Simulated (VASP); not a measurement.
# Ag in VASP: further runs

Ag is run at these levels: PBE; tasks: single point.

Everything below comes from runs of VASP 6.6.1. Logs are shortened: lines on timing, memory, paths and dates and some standing lists are left out, and cuts for length are marked.

**1. The cell of the first run**

The cell holds a wire or tube with vacuum around it, 8 atoms: a = 13.100 Å, b = 13.400 Å, c = 2.853 Å, α = 90.00°, β = 90.00°, γ = 90.00°.

**2. Single point, PBE**

The input, INCAR:

```
SYSTEM = Ag
  ALGO = Normal
  EDIFF = 1E-7
  ENCUT = 520
  GGA = PE
  ISIF = 2
  ISMEAR = 0
  LASPH = .True.
  LCHARG = .False.
  LREAL = .False.
  LWAVE = .False.
  NBANDS = 54
  NELM = 60
  PREC = Accurate
  SIGMA = 0.05
```

The input, KPOINTS:

```
k-points
0
Gamma
  1 1 13
  0 0 0
```

The input, POSCAR:

```
Ag
1.0
   13.1000000000      0.0000000000      0.0000000000
    0.0000000000     13.4000000000      0.0000000000
    0.0000000000      0.0000000000      2.8532000130
Ag
8
Direct
    0.3359002125      0.6446799499      0.0000000000
    0.6484402359      0.3399006161      0.0000000000
    0.7079791657      0.7037645456      0.0000000000
    0.3052698067      0.4618786099      0.5000000000
    0.6845338622      0.5218811446      0.5000000000
    0.4615409408      0.3095030238      0.5000000000
    0.5219755277      0.6803837080      0.5000000000
    0.4926495111      0.4927538750      0.0000000000
```

Potentials or basis: VASP PAW PBE potentials, release 64 (Ag).

The run is started by

```console
$ cat potpaw_PBE.64/Ag/POTCAR > POTCAR
$ mpirun -np 1 vasp_std > vasp.out
```

OUTCAR:

```text
SYSTEM = Ag
   EDIFF = 1E-7
   ENCUT = 520
   GGA = PE
   ISIF = 2
   ISMEAR = 0
   LASPH = .True.
   LREAL = .False.
   NELM = 60
   PREC = Accurate

 ion  position               nearest neighbor table
   1  0.336  0.645  0.000-   4 2.86   4 2.86   7 2.86   7 2.86   8 2.89
   2  0.648  0.340  0.000-   6 2.86   6 2.86   5 2.86   5 2.86   8 2.89
   3  0.708  0.704  0.000-   5 2.84   5 2.84   7 2.84   7 2.84
   4  0.305  0.462  0.500-   1 2.86   1 2.86   8 2.87   8 2.87   6 2.89
   5  0.685  0.522  0.500-   3 2.84   3 2.84   2 2.86   2 2.86   8 2.92   8 2.92   7 3.01
   6  0.462  0.310  0.500-   2 2.86   2 2.86   8 2.87   8 2.87   4 2.89
   7  0.522  0.680  0.500-   3 2.84   3 2.84   1 2.86   1 2.86   8 2.92   8 2.92   5 3.01
   8  0.493  0.493  0.000-   6 2.87   6 2.87   4 2.87   4 2.87   2 2.89   1 2.89   7 2.92   7 2.92
                             5 2.92   5 2.92

  LATTYP: Found a simple orthorhombic cell.
 ALAT       =     2.8532000130
 B/A-ratio  =     4.5913360228
 C/A-ratio  =     4.6964811226

  Lattice vectors:

 A1 = (   0.0000000000,   0.0000000000,   2.8532000130)
 A2 = (  13.1000000000,   0.0000000000,   0.0000000000)
 A3 = (   0.0000000000,  13.4000000000,   0.0000000000)

Analysis of symmetry for initial positions (statically):
=====================================================================
 Subroutine PRICEL returns:
 Original cell was already a primitive cell.

 Routine SETGRP: Setting up the symmetry group for a
 simple orthorhombic supercell.

 Subroutine GETGRP returns: Found  2 space group operations
 (whereof  2 operations were pure point group operations)
 out of a pool of  8 trial point group operations.

The static configuration has the point symmetry C_1h.

Analysis of symmetry for dynamics (positions and initial velocities):
=====================================================================
 Subroutine PRICEL returns:
 Original cell was already a primitive cell.

 Routine SETGRP: Setting up the symmetry group for a
 simple orthorhombic supercell.

 Subroutine GETGRP returns: Found  2 space group operations
 (whereof  2 operations were pure point group operations)
 out of a pool of  8 trial point group operations.

The dynamic configuration has the point symmetry C_1h.

 Subroutine INISYM returns: Found  2 space group operations
 (whereof  2 operations are pure point group operations),
 and found     1 'primitive' translations

----------------------------------------------------------------------------------------

                                     Primitive cell

  volume of cell :     500.8507

  direct lattice vectors                    reciprocal lattice vectors
    13.100000000  0.000000000  0.000000000     0.076335878  0.000000000  0.000000000
     0.000000000 13.400000000  0.000000000     0.000000000  0.074626866  0.000000000
     0.000000000  0.000000000  2.853200013     0.000000000  0.000000000  0.350483666

  length of vectors
    13.100000000 13.400000000  2.853200013     0.076335878  0.074626866  0.350483666

  position of ions in fractional coordinates (direct lattice)
     0.335900213  0.644679950  0.000000000
     0.648440236  0.339900616  0.000000000
     0.707979166  0.703764546  0.000000000
     0.305269807  0.461878610  0.500000000
     0.684533862  0.521881145  0.500000000
     0.461540941  0.309503024  0.500000000
     0.521975528  0.680383708  0.500000000
     0.492649511  0.492753875  0.000000000

  ion indices of the primitive-cell ions
   primitive index   ion index
                 1           1
                 2           2
                 3           3
                 4           4
                 5           5
                 6           6
                 7           7
                 8           8

----------------------------------------------------------------------------------------

 KPOINTS: k-points

Automatic generation of k-mesh.
 Grid dimensions read from file:
 generate k-points for:    1    1   13

 Generating k-lattice:

  Cartesian coordinates                     Fractional coordinates (reciprocal lattice)
     0.076335878  0.000000000  0.000000000     1.000000000  0.000000000  0.000000000
     0.000000000  0.074626866  0.000000000     0.000000000  1.000000000  0.000000000
     0.000000000  0.000000000  0.026960282     0.000000000  0.000000000  0.076923077

  Length of vectors
     0.076335878  0.074626866  0.026960282

  Shift w.r.t. Gamma in fractional coordinates (k-lattice)
     0.000000000  0.000000000  0.000000000

 Subroutine IBZKPT returns following result:
 ===========================================

 Found      7 irreducible k-points:

 Following reciprocal coordinates:
            Coordinates               Weight
  0.000000  0.000000  0.000000      1.000000
  0.000000  0.000000  0.076923      2.000000
  0.000000  0.000000  0.153846      2.000000
  0.000000  0.000000  0.230769      2.000000
  0.000000  0.000000  0.307692      2.000000
  0.000000  0.000000  0.384615      2.000000
  0.000000  0.000000  0.461538      2.000000
   k-points           NKPTS =      7   k-points in BZ     NKDIM =      7   number of bands    NBANDS=     54
   number of dos      NEDOS =    301   number of ions     NIONS =      8
   total plane-waves  NPLWV = 235200
   dimension x,y,z NGX =    98 NGY =  100 NGZ =   24
   dimension x,y,z NGXF=   196 NGYF=  200 NGZF=   48
   ions per type =               8
   NGX,Y,Z   is equivalent  to a cutoff of  12.44, 12.41, 13.98 a.u.
   NGXF,Y,Z  is equivalent  to a cutoff of  24.87, 24.81, 27.97 a.u.
 SYSTEM =  Ag
   PREC   = accura    normal or accurate (medium, high low for compatibility)
   ISTART =      0    job   : 0-new  1-cont  2-samecut
   ICHARG =      2    charge: 1-file 2-atom 10-const
   ISPIN  =      1    spin polarized calculation?
   LNONCOLLINEAR =      F non collinear calculations
   LSORBIT =      F    spin-orbit coupling
   LASPH  =      T    aspherical Exc in radial PAW
   ENCUT  =  520.0 eV  38.22 Ry    6.18 a.u.  24.36 24.92  5.31*2*pi/ulx,y,z
   NELM   =     60;   NELMIN=  2; NELMDL= -5     # of ELM steps
   EDIFF  = 0.1E-06   stopping-criterion for ELM
   LREAL  =      F    real-space projection
   EDIFFG = 0.1E-05   stopping-criterion for IOM
   NSW    =      0    number of steps for IOM
   IBRION =     -1    ionic relax: 0-MD 1-quasi-New 2-CG
   NFREE  =      0    steps in history (QN), initial steepest desc. (CG)
   ISIF   =      2    stress and relaxation
   ISYM   =      2    0-nonsym 1-usesym 2-fastsym
   POTIM  = 0.5000    time-step for ionic-motion
   TEBEG  =    0.0;   TEEND  =   0.0 temperature during run
   PSTRESS=    0.0 pullay stress
   NELECT =      88.0000    total number of electrons
   NUPDOWN=      -1.0000    fix difference up-down
   EMIN   =  10.00;   EMAX   =-10.00  energy-range for DOS
   EFERMI =   0.00;   METHOD = LEGACY
   ISMEAR =     0;   SIGMA  =   0.05  broadening in eV -4-tet -1-fermi 0-gaus
   EFERMI_NEDOS =   21; number of points for ismear=-14 and -15
   IALGO  =     38    algorithm
   IMIX   =      4    mixing-type and parameters
     AMIX     =   0.40;   BMIX     =  1.00
     AMIX_MAG =   1.60;   BMIX_MAG =  1.00
  volume/ion in A,a.u.               =      62.61       422.49
  Fermi-wavevector in a.u.,A,eV,Ry     =   0.916923  1.732734 11.439073  0.840748
  Thomas-Fermi vector in A             =   2.041834
   LORBIT       =      0    0 simple, 1 ext, 2 COOP (PROOUT), +10 PAW based schemes
   GGA     = PE    functional components
   LHFCALC =     F    Hartree Fock is set to
   AEXX    =    0.0000 exact exchange contribution
   IVDW    =     0    specifies the selected vdW correction
   LEPSILON=     F    determine dielectric tensor
   LRPA    =     F    only Hartree local field effects (RPA)
 non-spin polarized calculation
 Gauss-broadening in eV      SIGMA  =   0.05
  energy-cutoff  :      520.00
  volume of cell :      500.85
 maximum number of plane-waves:     13515
 NGX is ok and might be reduce to    98
   NGX = 49   NGY = 49   NGZ = 11

 number of electron      87.9999992 magnetization

 Free energy of the ion-electron system (eV)
  ---------------------------------------------------
  ext. energy  EPLUGINS =         0.00000000
  ---------------------------------------------------
  free energy    TOTEN  =       -17.98688757 eV

  energy without entropy =      -17.98688258  energy(sigma->0) =      -17.98688507

 E-fermi :  -0.8391     XC(G=0):  -4.7142

 val. band max:       -0.9757280893   @ k =   0.0000   0.0000   0.1538
 cond. band min:      -0.7025658367   @ k =   0.0000   0.0000   0.2308
 fundamental gap:      0.2731622526
 Fermi energy:        -0.8391469651

 k-point     1 :       0.0000    0.0000    0.0000
  band No.  band energies     occupation
      1      -7.2686      2.00000
      2      -6.7069      2.00000
      3      -6.5773      2.00000
      4      -6.5291      2.00000
      5      -6.4262      2.00000
      6      -6.3388      2.00000
[... 46 lines left out ...]
     53       2.5358      0.00000
     54       3.1462      0.00000

 k-point     2 :       0.0000    0.0000    0.0769
  band No.  band energies     occupation
      1      -7.1504      2.00000
      2      -6.6083      2.00000
      3      -6.4955      2.00000
      4      -6.4447      2.00000
      5      -6.3697      2.00000
      6      -6.2393      2.00000
[... 46 lines left out ...]
     53       2.6786      0.00000
     54       3.2528      0.00000

 k-point     3 :       0.0000    0.0000    0.1538
  band No.  band energies     occupation
      1      -6.8420      2.00000
      2      -6.3460      2.00000
      3      -6.3131      2.00000
      4      -6.2847      2.00000
      5      -6.2253      2.00000
      6      -6.0031      2.00000
[... 46 lines left out ...]
     53       3.0882      0.00000
     54       3.5734      0.00000
[... 115 lines left out ...]
 k-point     6 :       0.0000    0.0000    0.3846
  band No.  band energies     occupation
      1      -6.4598      2.00000
      2      -6.4041      2.00000
      3      -6.3935      2.00000
      4      -6.3479      2.00000
      5      -6.2888      2.00000
      6      -6.2113      2.00000
[... 46 lines left out ...]
     53       4.4065      0.00000
     54       4.9769      0.00000

 k-point     7 :       0.0000    0.0000    0.4615
  band No.  band energies     occupation
      1      -6.5570      2.00000
      2      -6.4930      2.00000
      3      -6.4401      2.00000
      4      -6.4153      2.00000
      5      -6.3609      2.00000
      6      -6.2803      2.00000
[... 46 lines left out ...]
     53       4.3665      0.00000
     54       5.0719      0.00000

------------------------ aborting loop because EDIFF is reached ----------------------------------------

  FORCE on cell =-STRESS in cart. coord.  units (eV):
  Direction    XX          YY          ZZ          XY          YZ          ZX
  --------------------------------------------------------------------------------------
  -------------------------------------------------------------------------------------
  Total       -0.2225202     -0.2034899     -0.1905479      0.0068812      0.0000000      0.0000000
  in kB       -0.7118225     -0.6509461     -0.6095460      0.0220123      0.0000000      0.0000000
  external PRESSURE =      -0.6574382 kB  Pullay stress =       0.0000000 kB

 VOLUME and BASIS-vectors are now :
 -----------------------------------------------------------------------------
  energy-cutoff  :      520.00
  volume of cell :      500.85
      direct lattice vectors                 reciprocal lattice vectors
    13.100000000  0.000000000  0.000000000     0.076335878  0.000000000  0.000000000
     0.000000000 13.400000000  0.000000000     0.000000000  0.074626866  0.000000000
     0.000000000  0.000000000  2.853200013     0.000000000  0.000000000  0.350483666

 POSITION                                       TOTAL-FORCE (eV/Angst)
 -----------------------------------------------------------------------------------
      4.40029      8.63871      0.00000         0.004256     -0.004670      0.000000
      8.49457      4.55467      0.00000        -0.004750      0.003959      0.000000
      9.27453      9.43044      0.00000        -0.004664     -0.004623      0.000000
      3.99903      6.18917      1.42660         0.006486      0.003021      0.000000
      8.96739      6.99321      1.42660        -0.004723      0.000539      0.000000
      6.04619      4.14734      1.42660         0.003029      0.006433      0.000000
      6.83788      9.11714      1.42660         0.000668     -0.004410      0.000000
      6.45371      6.60290      0.00000        -0.000301     -0.000248      0.000000
 -----------------------------------------------------------------------------------
    total drift:                               -0.000039     -0.000121     -0.000001

  FREE ENERGIE OF THE ION-ELECTRON SYSTEM (eV)
  ---------------------------------------------------
  free  energy   TOTEN  =       -17.9868875661 eV

  energy  without entropy=      -17.9868825782  energy(sigma->0) =      -17.98688507
```

Run time: 2.2 min. Hardware: 1 thread of AMD EPYC 9R45 (Zen 5), shared host; peak memory 0.54 GiB.

What came out:

| Property | Result |
| --- | --- |
| Free energy | -17.9869 eV |
| Largest force | 0.007 eV/Å |
| Band gap on the k mesh | zero (bands 44 and 45 overlap by 2.35 eV) |

Forces on the atoms (eV/Å):
```
Ag   0.004 -0.005  0.000
Ag  -0.005  0.004  0.000
Ag  -0.005 -0.005  0.000
Ag   0.006  0.003  0.000
Ag  -0.005  0.001  0.000
Ag   0.003  0.006  0.000
Ag   0.001 -0.004  0.000
Ag   0.000  0.000  0.000
```

Levels at points of the mesh, in eV from the Fermi level:
```tsv
k point	band 41	band 42	band 43	band 44	band 45	band 46	band 47	band 48
(0.00, 0.00, 0.00)	-2.87	-2.72	-2.72	-1.59	-1.03	-0.64	0.80	0.88
```

**3. Single point, PBE**

This run uses another cell than the first one.

The input, INCAR:

```
  PREC = Accurate
  ENCUT = 520
  EDIFF = 1E-6
  ISMEAR = 0
  SIGMA = 0.05
  LREAL = F
  LASPH = T
  NELM = 60
  ALGO = Normal
  ISIF = 2
  LWAVE = F
  LCHARG = F
  GGA = PE
  NBANDS = 54
```

The input, KPOINTS:

```
Automatic mesh
0
Gamma
  1 1 13
```

The input, POSCAR:

```
Ag
1.0
   13.1000000000      0.0000000000      0.0000000000
    0.0000000000     13.4000000000      0.0000000000
    0.0000000000      0.0000000000      4.1471786766
Ag
8
Direct
    0.3417107375      0.6547454730      0.0000000000
    0.6582892625      0.3452545270      0.0000000000
    0.6582892625      0.6547454730      0.0000000000
    0.3417107375      0.5000000000      0.5000000000
    0.6582892625      0.5000000000      0.5000000000
    0.5000000000      0.3452545270      0.5000000000
    0.5000000000      0.6547454730      0.5000000000
    0.5000000000      0.5000000000      0.0000000000
```

Potentials or basis: VASP PAW PBE potentials, release 64 (Ag).

The run is started by

```console
$ cat potpaw_PBE.64/Ag/POTCAR > POTCAR
$ mpirun -np 1 vasp_std > vasp.out
```

Wall time 2.9 min (1 thread of AMD EPYC 9R45 (Zen 5), shared host); peak memory 0.66 GiB.

Results (log left out):

```yaml
Free_energy: -16.2482 eV
Largest_force: 0.661 eV/Å
Band_gap_on_the_k_mesh: zero (bands 44 and 45 overlap by 0.07 eV)
```

Forces on the atoms (eV/Å):
```
Ag   0.287 -0.223  0.000
Ag  -0.222  0.288  0.000
Ag  -0.467 -0.468  0.000
Ag   0.526  0.205  0.000
Ag  -0.150 -0.005  0.000
Ag   0.204  0.527  0.000
Ag  -0.005 -0.151  0.000
Ag  -0.173 -0.173  0.000
```

Levels at points of the mesh, in eV from the Fermi level:
```csv
k point,band 40,band 41,band 42,band 43,band 44,band 45,band 46,band 47,band 48,band 49
"(0.00, 0.00, 0.00)",-2.95,-2.88,-2.74,-2.31,-0.52,-0.05,0.28,1.66,2.14,2.38
```

The gap in the log of VASP goes by the Fermi energy; the results here count the filled bands.